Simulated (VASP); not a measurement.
A run of VASP 6.6.1 is set up as follows.

File INCAR:

```
SYSTEM = SrO
ALGO = Normal ; EDIFF = 1E-7
ENCUT = 520 ; GGA = PE
ISIF = 2 ; ISMEAR = -1
LASPH = .TRUE. ; LCHARG = .TRUE.
LELF = .TRUE. ; LREAL = .FALSE.
LVHAR = .TRUE. ; LWAVE = .FALSE.
NBANDS = 15 ; NELM = 60
PREC = Accurate ; SIGMA = 0.02
```

KPOINTS

```
k-points
0
G
  8 8 8
  0 0 0
```

Contents of POSCAR:

```
SrO
1.0
   -0.0770940000      2.5312530000      2.5312530000
    2.5312530000     -0.0770940000      2.5312530000
    2.5312530000      2.5312530000     -0.0770940000
Sr O
1 1
Direct
    0.0000000000      0.0000000000      0.0000000000
    0.5000000000      0.5000000000      0.5000000000
```

Potentials or basis: VASP PAW PBE potentials, release 64 (Sr_sv, O).

Launch:

```sh
$ cat potpaw_PBE.64/Sr_sv/POTCAR potpaw_PBE.64/O/POTCAR > POTCAR
$ mpirun -np 1 vasp_std > vasp.out
```

(1) What does it give for the pressure?

(2) Predict the band gap on the k mesh.

Results:

(1) 3.5 GPa.

(2) 3.19 eV, indirect (least direct gap 3.30 eV).

Caveat: the cell differs from its parent crystal (equal xy, yz and zx shear strains of -3 %).
